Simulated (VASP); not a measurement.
Here is a VASP 6.6.1 calculation.

The input INCAR:

```
  ALGO = Normal
  EDIFF = 1E-6
  ENCUT = 520
  GGA = PS
  ISIF = 2
  ISMEAR = -1
  LASPH = True
  LCHARG = False
  LREAL = Auto
  LWAVE = False
  NBANDS = 94
  NELM = 80
  PREC = Accurate
  SIGMA = 0.146
```

Contents of KPOINTS:

```
k-points
0
Gamma
  3 3 2
```

POSCAR

```
SnO
1.0
    6.5963126664      0.0000000000      0.0000000000
   -3.2981563332      5.7125743404      0.0000000000
    0.0000000000      0.0000000000      9.2163704805
Sn O
8 8
Direct
    0.1648594754      0.3368941716     -0.0085879794
    0.3225518175      0.1621071245      0.4906690773
    0.1572378821      0.8241517256     -0.0063762628
    0.3400686277      0.6760473947      0.4986852481
    0.6759352852      0.3373792419     -0.0068791722
    0.8367372856      0.1601215049      0.4862377234
    0.6686301243      0.8378042394     -0.0027622587
    0.8300561680      0.6673865009      0.4956604131
    0.1812397479      0.3561123022      0.3972854615
    0.3273368814      0.1606604913      0.9035347502
    0.1657216636      0.8163590917      0.3735876295
    0.3444265280      0.7062273083      0.8719339155
    0.7002511657      0.3618857063      0.4045248624
    0.8085795270      0.1453085685      0.8812696947
    0.6815483994      0.8536991747      0.3544759845
    0.8234583633      0.6568150848      0.8699620981
```

Potentials or basis: VASP PAW PBE potentials, release 64 (Sn_d, O).

Command:

```bash
$ cat potpaw_PBE.64/Sn_d/POTCAR potpaw_PBE.64/O/POTCAR > POTCAR
$ mpirun -np 1 vasp_std > vasp.out
```

(1) Estimate the pressure.

(2) Estimate the band gap on the k mesh.

(3) What does it give for the largest force?

Results:

(1) 1.4 GPa.

(2) 1.05 eV.

(3) 2.629 eV/Å.

Caveat: the PAW data sets were made with another functional, which shifts forces and pressure a little; spin-orbit coupling is left out, which moves the levels of the heavy elements.
